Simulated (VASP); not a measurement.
# TiB (F-43m) in VASP: further runs

The runs below take TiB through single point, relaxation of cell and atoms, with LDA.

All numbers are computed with VASP 6.6.1; they aren't measurements. Logs are shortened: lines on timing, memory, paths and dates and some standing lists are left out, and cuts for length are marked.

## (1) The cell of the first run

The structure is cubic, space group F-43m (No. 216). Conventional cell: a = 4.202 Å, b = 4.202 Å, c = 4.202 Å, α = 90.00°, β = 90.00°, γ = 90.00°. Ti (site symmetry -43m) has 4 B at 1.82 Å within 2.4 Å. B (site symmetry -43m) has 4 Ti at 1.82 Å within 2.4 Å.

## (2) Single point, LDA

INCAR reads:

```
PREC     = Accurate       # precision mode
ENCUT    = 500            # plane-wave cutoff, eV
EDIFF    = 1E-6           # SCF threshold, eV
ISMEAR   = 0              # smearing method
SIGMA    = 0.1            # smearing width, eV
LREAL    = False          # projectors in reciprocal space
LASPH    = True           # aspherical terms in the spheres
NELM     = 120            # most SCF steps
ALGO     = Normal         # electronic algorithm
ISIF     = 2              # what is computed and relaxed
LWAVE    = False          # write WAVECAR
LCHARG   = False          # write CHGCAR
GGA      = CA             # functional
NBANDS   = 14             # bands
GGA_COMPAT= False
```

KPOINTS reads:

```
regular mesh
0
Gamma
  8 8 8
```

POSCAR reads:

```
TiB
1.0
    0.0000000000      2.1010000000      2.1010000000
    2.1010000000      0.0000000000      2.1010000000
    2.1010000000      2.1010000000      0.0000000000
Ti B
1 1
Direct
    0.7500000000      0.7500000000      0.7500000000
    0.0000000000      0.0000000000      0.0000000000
```

Potentials or basis: VASP PAW LDA potentials, release 64 (Ti_sv, B).

Started as:

```
$ cat potpaw_LDA.64/Ti_sv/POTCAR potpaw_LDA.64/B/POTCAR > POTCAR
$ mpirun -np 1 vasp_std > vasp.out
```

OUTCAR:

```text
PREC = Accurate
   ENCUT = 500
   EDIFF = 1E-6
   ISMEAR = 0
   LREAL = False
   LASPH = True
   NELM = 120
   ISIF = 2
   GGA = CA

 ion  position               nearest neighbor table
   1  0.750  0.750  0.750-   2 1.82   2 1.82   2 1.82   2 1.82
   2  0.000  0.000  0.000-   1 1.82   1 1.82   1 1.82   1 1.82

  LATTYP: Found a face centered cubic cell.
 ALAT       =     4.2020000000

  Lattice vectors:

 A1 = (   0.0000000000,   2.1010000000,   2.1010000000)
 A2 = (   2.1010000000,   0.0000000000,   2.1010000000)
 A3 = (   2.1010000000,   2.1010000000,   0.0000000000)

Analysis of symmetry for initial positions (statically):
=====================================================================
 Subroutine PRICEL returns:
 Original cell was already a primitive cell.

 Routine SETGRP: Setting up the symmetry group for a
 face centered cubic supercell.

 Subroutine GETGRP returns: Found 24 space group operations
 (whereof 24 operations were pure point group operations)
 out of a pool of 48 trial point group operations.

The static configuration has the point symmetry T_d .

Analysis of symmetry for dynamics (positions and initial velocities):
=====================================================================
 Subroutine PRICEL returns:
 Original cell was already a primitive cell.

 Routine SETGRP: Setting up the symmetry group for a
 face centered cubic supercell.

 Subroutine GETGRP returns: Found 24 space group operations
 (whereof 24 operations were pure point group operations)
 out of a pool of 48 trial point group operations.

The dynamic configuration has the point symmetry T_d .

 Subroutine INISYM returns: Found 24 space group operations
 (whereof 24 operations are pure point group operations),
 and found     1 'primitive' translations

----------------------------------------------------------------------------------------

                                     Primitive cell

  volume of cell :      18.5485

  direct lattice vectors                    reciprocal lattice vectors
     0.000000000  2.101000000  2.101000000    -0.237981913  0.237981913  0.237981913
     2.101000000  0.000000000  2.101000000     0.237981913 -0.237981913  0.237981913
     2.101000000  2.101000000  0.000000000     0.237981913  0.237981913 -0.237981913

  length of vectors
     2.971262695  2.971262695  2.971262695     0.412196765  0.412196765  0.412196765

  position of ions in fractional coordinates (direct lattice)
     0.750000000  0.750000000  0.750000000
     0.000000000  0.000000000  0.000000000

  ion indices of the primitive-cell ions
   primitive index   ion index
[... 87 lines left out ...]
   EMIN   =  10.00;   EMAX   =-10.00  energy-range for DOS
   EFERMI =   0.00;   METHOD = LEGACY
   ISMEAR =     0;   SIGMA  =   0.10  broadening in eV -4-tet -1-fermi 0-gaus
   EFERMI_NEDOS =   21; number of points for ismear=-14 and -15
   IALGO  =     38    algorithm
   IMIX   =      4    mixing-type and parameters
     AMIX     =   0.40;   BMIX     =  1.00
     AMIX_MAG =   1.60;   BMIX_MAG =  1.00
  volume/ion in A,a.u.               =       9.27        62.59
  Fermi-wavevector in a.u.,A,eV,Ry     =   1.525232  2.882270 31.651671  2.326332
  Thomas-Fermi vector in A             =   2.633430
   LORBIT       =      0    0 simple, 1 ext, 2 COOP (PROOUT), +10 PAW based schemes
   GGA     = CA    functional components
   LHFCALC =     F    Hartree Fock is set to
   AEXX    =    0.0000 exact exchange contribution
   IVDW    =     0    specifies the selected vdW correction
   LEPSILON=     F    determine dielectric tensor
   LRPA    =     F    only Hartree local field effects (RPA)
 non-spin polarized calculation
 Gauss-broadening in eV      SIGMA  =   0.10
  energy-cutoff  :      500.00
  volume of cell :       18.55
 maximum number of plane-waves:       489
 NGX is ok and might be reduce to    24
   NGX = 11   NGY = 11   NGZ = 11

 number of electron      14.9999998 magnetization

 Free energy of the ion-electron system (eV)
  ---------------------------------------------------
  ext. energy  EPLUGINS =         0.00000000
  ---------------------------------------------------
  free energy    TOTEN  =       -12.00625730 eV

  energy without entropy =      -11.99835620  energy(sigma->0) =      -12.00230675

 E-fermi :   9.1241     XC(G=0): -12.9974

 val. band max:        9.1039085806   @ k =   0.3750   0.2500   0.0000
 cond. band min:       9.2226261906   @ k =   0.5000   0.2500   0.0000
 fundamental gap:      0.1187176100
 Fermi energy:         9.1241494313

 k-point     1 :       0.0000    0.0000    0.0000
  band No.  band energies     occupation
      1     -45.0013      2.00000
      2     -21.4686      2.00000
      3     -21.4686      2.00000
      4     -21.4686      2.00000
      5       0.3429      2.00000
      6       7.2679      2.00000
      7       7.2679      2.00000
      8       7.2679      2.00000
      9      12.4160      0.00000
     10      12.4160      0.00000
     11      21.5748      0.00000
     12      21.9409      0.00000
     13      21.9409      0.00000
     14      21.9409      0.00000
[... 377 lines left out ...]
      1     -44.8594      2.00000
      2     -22.1633      2.00000
      3     -21.7919      2.00000
      4     -21.6596      2.00000
      5       4.5434      2.00000
      6       6.3911      2.00000
      7       7.7645      2.00000
      8       9.0600      1.63587
      9      12.1703      0.00000
     10      13.4901      0.00000
     11      14.6894      0.00000
     12      18.2775      0.00000
     13      18.9658      0.00000
     14      23.1647      0.00000

 [... further k-points ...]

------------------------ aborting loop because EDIFF is reached ----------------------------------------

  FORCE on cell =-STRESS in cart. coord.  units (eV):
  Direction    XX          YY          ZZ          XY          YZ          ZX
  --------------------------------------------------------------------------------------
  -------------------------------------------------------------------------------------
  Total       12.2101756     12.2101756     12.2101756      0.0000000     -0.0000000      0.0000000
  in kB     1054.6888100   1054.6888100   1054.6888100      0.0000000     -0.0000000      0.0000000
  external PRESSURE =    1054.6888100 kB  Pullay stress =       0.0000000 kB

 VOLUME and BASIS-vectors are now :
 -----------------------------------------------------------------------------
  energy-cutoff  :      500.00
  volume of cell :       18.55
      direct lattice vectors                 reciprocal lattice vectors
     0.000000000  2.101000000  2.101000000    -0.237981913  0.237981913  0.237981913
     2.101000000  0.000000000  2.101000000     0.237981913 -0.237981913  0.237981913
     2.101000000  2.101000000  0.000000000     0.237981913  0.237981913 -0.237981913

 POSITION                                       TOTAL-FORCE (eV/Angst)
 -----------------------------------------------------------------------------------
      3.15150      3.15150      3.15150         0.000000      0.000000      0.000000
      0.00000      0.00000      0.00000         0.000000     -0.000000     -0.000000
 -----------------------------------------------------------------------------------
    total drift:                                0.000001      0.000001      0.000001

  FREE ENERGIE OF THE ION-ELECTRON SYSTEM (eV)
  ---------------------------------------------------
  free  energy   TOTEN  =       -12.0062572974 eV

  energy  without entropy=      -11.9983562000  energy(sigma->0) =      -12.00230675
```

Run time: 4 s. Hardware: 1 thread of Intel Xeon 6975P-C (Granite Rapids), shared host; peak memory 0.12 GiB.

What came out:

| Quantity | Value |
| --- | --- |
| Free energy | -12.0063 eV |
| Pressure | 105.5 GPa |

## (3) Single point, LDA

This run uses another cell than the first one, of 12.89 Å³/atom, 1.390 times its volume.

INCAR reads:

```
SYSTEM = TiB
  PREC = Accurate
  ENCUT = 520
  EDIFF = 1E-6
  ISMEAR = -1
  SIGMA = 0.15
  LREAL = .False.
  LASPH = .True.
  NELM = 100
  ALGO = Normal
  ISIF = 2
  LWAVE = .False.
  LCHARG = .False.
  GGA = CA
  NBANDS = 14
```

KPOINTS reads:

```
Automatic mesh
0
Gamma
  16 16 16
  0 0 0
```

POSCAR reads:

```
TiB
1.0
    0.0000000000      2.3446963606      2.3446963606
    2.3446963606      0.0000000000      2.3446963606
    2.3446963606      2.3446963606      0.0000000000
Ti B
1 1
Direct
    0.7500000000      0.7500000000      0.7500000000
    0.0000000000      0.0000000000      0.0000000000
```

Potentials or basis: VASP PAW LDA potentials, release 64 (Ti_sv, B).

Started as:

```
$ cat potpaw_LDA.64/Ti_sv/POTCAR potpaw_LDA.64/B/POTCAR > POTCAR
$ mpirun -np 1 vasp_std > vasp.out
```

OUTCAR:

```text
SYSTEM = TiB
   PREC = Accurate
   ENCUT = 520
   EDIFF = 1E-6
   ISMEAR = -1
   LREAL = .False.
   LASPH = .True.
   NELM = 100
   ISIF = 2
   GGA = CA

 ion  position               nearest neighbor table
   1  0.750  0.750  0.750-   2 2.03   2 2.03   2 2.03   2 2.03
   2  0.000  0.000  0.000-   1 2.03   1 2.03   1 2.03   1 2.03

  LATTYP: Found a face centered cubic cell.
 ALAT       =     4.6893927212

  Lattice vectors:

 A1 = (   0.0000000000,   2.3446963606,   2.3446963606)
 A2 = (   2.3446963606,   0.0000000000,   2.3446963606)
 A3 = (   2.3446963606,   2.3446963606,   0.0000000000)

Analysis of symmetry for initial positions (statically):
=====================================================================
 Subroutine PRICEL returns:
 Original cell was already a primitive cell.

 Routine SETGRP: Setting up the symmetry group for a
 face centered cubic supercell.

 Subroutine GETGRP returns: Found 24 space group operations
 (whereof 24 operations were pure point group operations)
 out of a pool of 48 trial point group operations.

The static configuration has the point symmetry T_d .

Analysis of symmetry for dynamics (positions and initial velocities):
=====================================================================
 Subroutine PRICEL returns:
 Original cell was already a primitive cell.

 Routine SETGRP: Setting up the symmetry group for a
 face centered cubic supercell.

 Subroutine GETGRP returns: Found 24 space group operations
 (whereof 24 operations were pure point group operations)
 out of a pool of 48 trial point group operations.

The dynamic configuration has the point symmetry T_d .

 Subroutine INISYM returns: Found 24 space group operations
 (whereof 24 operations are pure point group operations),
 and found     1 'primitive' translations

----------------------------------------------------------------------------------------

                                     Primitive cell

  volume of cell :      25.7804

  direct lattice vectors                    reciprocal lattice vectors
     0.000000000  2.344696361  2.344696361    -0.213247228  0.213247228  0.213247228
     2.344696361  0.000000000  2.344696361     0.213247228 -0.213247228  0.213247228
     2.344696361  2.344696361  0.000000000     0.213247228  0.213247228 -0.213247228

  length of vectors
     3.315901393  3.315901393  3.315901393     0.369355034  0.369355034  0.369355034

  position of ions in fractional coordinates (direct lattice)
     0.750000000  0.750000000  0.750000000
     0.000000000  0.000000000  0.000000000

  ion indices of the primitive-cell ions
   primitive index   ion index
                 1           1
                 2           2

----------------------------------------------------------------------------------------

 KPOINTS: Automatic mesh

Automatic generation of k-mesh.
 Grid dimensions read from file:
 generate k-points for:   16   16   16

 Generating k-lattice:

  Cartesian coordinates                     Fractional coordinates (reciprocal lattice)
    -0.013327952  0.013327952  0.013327952     0.062500000  0.000000000  0.000000000
     0.013327952 -0.013327952  0.013327952     0.000000000  0.062500000  0.000000000
     0.013327952  0.013327952 -0.013327952     0.000000000  0.000000000  0.062500000

  Length of vectors
     0.023084690  0.023084690  0.023084690

[... 37 lines left out ...]
   total plane-waves  NPLWV =  21952
   dimension x,y,z NGX =    28 NGY =   28 NGZ =   28
   dimension x,y,z NGXF=    56 NGYF=   56 NGZF=   56
   ions per type =               1   1
   NGX,Y,Z   is equivalent  to a cutoff of  14.04, 14.04, 14.04 a.u.
   NGXF,Y,Z  is equivalent  to a cutoff of  28.08, 28.08, 28.08 a.u.
 SYSTEM =  TiB
   PREC   = accura    normal or accurate (medium, high low for compatibility)
   ISTART =      0    job   : 0-new  1-cont  2-samecut
   ICHARG =      2    charge: 1-file 2-atom 10-const
   ISPIN  =      1    spin polarized calculation?
   LNONCOLLINEAR =      F non collinear calculations
   LSORBIT =      F    spin-orbit coupling
   LASPH  =      T    aspherical Exc in radial PAW
   ENCUT  =  520.0 eV  38.22 Ry    6.18 a.u.   6.17  6.17  6.17*2*pi/ulx,y,z
   NELM   =    100;   NELMIN=  2; NELMDL= -5     # of ELM steps
   EDIFF  = 0.1E-05   stopping-criterion for ELM
   LREAL  =      F    real-space projection
   EDIFFG = 0.1E-04   stopping-criterion for IOM
   NSW    =      0    number of steps for IOM
   IBRION =     -1    ionic relax: 0-MD 1-quasi-New 2-CG
   NFREE  =      0    steps in history (QN), initial steepest desc. (CG)
   ISIF   =      2    stress and relaxation
   ISYM   =      2    0-nonsym 1-usesym 2-fastsym
   POTIM  = 0.5000    time-step for ionic-motion
   TEBEG  =    0.0;   TEEND  =   0.0 temperature during run
   PSTRESS=    0.0 pullay stress
   NELECT =      15.0000    total number of electrons
   NUPDOWN=      -1.0000    fix difference up-down
   EMIN   =  10.00;   EMAX   =-10.00  energy-range for DOS
   EFERMI =   0.00;   METHOD = LEGACY
   ISMEAR =    -1;   SIGMA  =   0.15  broadening in eV -4-tet -1-fermi 0-gaus
   EFERMI_NEDOS =   21; number of points for ismear=-14 and -15
   IALGO  =     38    algorithm
   IMIX   =      4    mixing-type and parameters
     AMIX     =   0.40;   BMIX     =  1.00
     AMIX_MAG =   1.60;   BMIX_MAG =  1.00
  volume/ion in A,a.u.               =      12.89        86.99
  Fermi-wavevector in a.u.,A,eV,Ry     =   1.366707  2.582701 25.414147  1.867887
  Thomas-Fermi vector in A             =   2.492824
   LORBIT       =      0    0 simple, 1 ext, 2 COOP (PROOUT), +10 PAW based schemes
   GGA     = CA    functional components
   LHFCALC =     F    Hartree Fock is set to
   AEXX    =    0.0000 exact exchange contribution
   IVDW    =     0    specifies the selected vdW correction
   LEPSILON=     F    determine dielectric tensor
   LRPA    =     F    only Hartree local field effects (RPA)
 non-spin polarized calculation
  energy-cutoff  :      520.00
  volume of cell :       25.78
 maximum number of plane-waves:       725
 NGX is ok and might be reduce to    28
   NGX = 13   NGY = 13   NGZ = 13

 number of electron      15.0000000 magnetization

 Free energy of the ion-electron system (eV)
  ---------------------------------------------------
  ext. energy  EPLUGINS =         0.00000000
  ---------------------------------------------------
  free energy    TOTEN  =       -14.35960974 eV

  energy without entropy =      -14.25135852  energy(sigma->0) =      -14.30548413

 E-fermi :   5.8724     XC(G=0): -11.4250

 val. band max:        5.8556927618   @ k =   0.3125   0.3125   0.0000
 cond. band min:       5.8739306218   @ k =   0.5000   0.2500   0.0000
 fundamental gap:      0.0182378601
 Fermi energy:         5.8723792533

 k-point     1 :       0.0000    0.0000    0.0000
  band No.  band energies     occupation
      1     -49.1698      2.00000
      2     -25.7624      2.00000
      3     -25.7624      2.00000
      4     -25.7624      2.00000
      5      -2.2347      2.00000
      6       4.6173      1.99954
      7       4.6173      1.99954
      8       4.6173      1.99954
      9       8.2936      0.00000
     10       8.2936      0.00000
     11      15.3318      0.00000
     12      15.6111      0.00000
     13      15.6111      0.00000
     14      15.6111      0.00000
[... 377 lines left out ...]
      1     -49.1669      2.00000
      2     -25.7856      2.00000
      3     -25.7699      2.00000
      4     -25.7646      2.00000
      5      -2.0298      2.00000
      6       4.4800      1.99981
      7       4.6985      1.99920
      8       4.7087      1.99915
      9       8.1665      0.00000
     10       8.2945      0.00000
     11      15.1396      0.00000
     12      15.2220      0.00000
     13      15.6062      0.00000
     14      15.7511      0.00000

 [... further k-points ...]

------------------------ aborting loop because EDIFF is reached ----------------------------------------

  FORCE on cell =-STRESS in cart. coord.  units (eV):
  Direction    XX          YY          ZZ          XY          YZ          ZX
  --------------------------------------------------------------------------------------
  -------------------------------------------------------------------------------------
  Total        2.4525342      2.4525342      2.4525342      0.0000000      0.0000000      0.0000000
  in kB      152.4178478    152.4178478    152.4178478      0.0000000      0.0000000      0.0000000
  external PRESSURE =     152.4178478 kB  Pullay stress =       0.0000000 kB

 VOLUME and BASIS-vectors are now :
 -----------------------------------------------------------------------------
  energy-cutoff  :      520.00
  volume of cell :       25.78
      direct lattice vectors                 reciprocal lattice vectors
     0.000000000  2.344696361  2.344696361    -0.213247228  0.213247228  0.213247228
     2.344696361  0.000000000  2.344696361     0.213247228 -0.213247228  0.213247228
     2.344696361  2.344696361  0.000000000     0.213247228  0.213247228 -0.213247228

 POSITION                                       TOTAL-FORCE (eV/Angst)
 -----------------------------------------------------------------------------------
      3.51704      3.51704      3.51704        -0.000000     -0.000000     -0.000000
      0.00000      0.00000      0.00000         0.000000      0.000000      0.000000
 -----------------------------------------------------------------------------------
    total drift:                                0.000000      0.000000      0.000000

  FREE ENERGIE OF THE ION-ELECTRON SYSTEM (eV)
  ---------------------------------------------------
  free  energy   TOTEN  =       -14.3596097417 eV

  energy  without entropy=      -14.2513585231  energy(sigma->0) =      -14.30548413
```

OSZICAR:

```text
N       E                     dE             d eps       ncg     rms          rms(c)
DAV:   1     0.118223362242E+03    0.11822E+03   -0.78093E+03  4060   0.120E+03
DAV:   2    -0.698823469459E+01   -0.12521E+03   -0.11947E+03  4192   0.327E+02
DAV:   3    -0.175312319089E+02   -0.10543E+02   -0.10202E+02  6706   0.844E+01
DAV:   4    -0.180228580453E+02   -0.49163E+00   -0.49105E+00  4648   0.142E+01
DAV:   5    -0.180349660624E+02   -0.12108E-01   -0.12107E-01  5646   0.199E+00    0.155E+01
DAV:   6    -0.144476922771E+02    0.35873E+01   -0.95245E+00  5828   0.435E+01    0.403E+00
DAV:   7    -0.143425659504E+02    0.10513E+00   -0.11421E+00  4552   0.146E+01    0.310E+00
DAV:   8    -0.143542523581E+02   -0.11686E-01   -0.49011E-02  5750   0.249E+00    0.110E+00
DAV:   9    -0.143593573830E+02   -0.51050E-02   -0.17056E-02  4714   0.177E+00    0.815E-02
DAV:  10    -0.143596275905E+02   -0.27021E-03   -0.17536E-03  4900   0.331E-01    0.966E-02
DAV:  11    -0.143596416163E+02   -0.14026E-04   -0.55201E-05  4990   0.584E-02    0.922E-02
DAV:  12    -0.143596102033E+02    0.31413E-04   -0.96502E-05  4540   0.115E-01    0.108E-02
DAV:  13    -0.143596097417E+02    0.46155E-06   -0.32890E-06  4588   0.229E-02
   1 F= -.14359610E+02 E0= -.14305484E+02  d E =-.108251E+00
```

stdout:

```text
POSCAR found type information on POSCAR TiB
 POSCAR found :  2 types and       2 ions
 scaLAPACK will be used
 LDA part: xc-table for (Slater(with rela. corr.)+CA(PZ))
 , standard interpolation
 POSCAR, INCAR and KPOINTS ok, starting setup
 FFT: planning ... GRIDC
 FFT: planning ... GRID_SOFT
 FFT: planning ... GRID
 WAVECAR not read
 entering main loop
```

It took 28 s on 1 thread of AMD EPYC 9R45 (Zen 5), shared host; peak memory 0.15 GiB.

Results:

```
Free energy : -14.3596 eV
Pressure    : 15.2 GPa
```

[end of part 1 of 2]
